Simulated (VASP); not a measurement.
Here is a VASP 6.6.1 calculation.

The input INCAR:

```
SYSTEM = Ta
ALGO = Fast ; EDIFF = 1E-7
ENCUT = 520 ; GGA = PE
ISIF = 2 ; ISMEAR = 0
LASPH = .True. ; LCHARG = .False.
LREAL = .False. ; LWAVE = .False.
NBANDS = 30 ; NELM = 100
PREC = Accurate ; SIGMA = 0.1
```

File KPOINTS:

```
k-points
0
Gamma
  12 12 10
  0 0 0
```

The input POSCAR:

```
Ta
1.0
    4.6121066982      0.0000000000      0.0000000000
   -2.3060533491      3.9942015657      0.0000000000
    0.0000000000      0.0000000000      4.8949814574
Ta
4
Direct
    0.0000000000      0.0000000000      0.2500000000
    0.0000000000      0.0000000000      0.7500000000
    0.3333333333      0.6666666667      0.7500000000
    0.6666666667      0.3333333333      0.2500000000
```

Potentials or basis: VASP PAW PBE potentials, release 64 (Ta_pv).

Run with:

```console
$ cat potpaw_PBE.64/Ta_pv/POTCAR > POTCAR
$ mpirun -np 1 vasp_std > vasp.out
```

(1) Estimate the band gap on the k mesh.

(2) What does it give for the pressure?

Results:

(1) zero (bands 22 and 23 overlap by 0.82 eV).

(2) 0.2 GPa.

Caveat: spin-orbit coupling is left out, which moves the levels of the heavy elements.
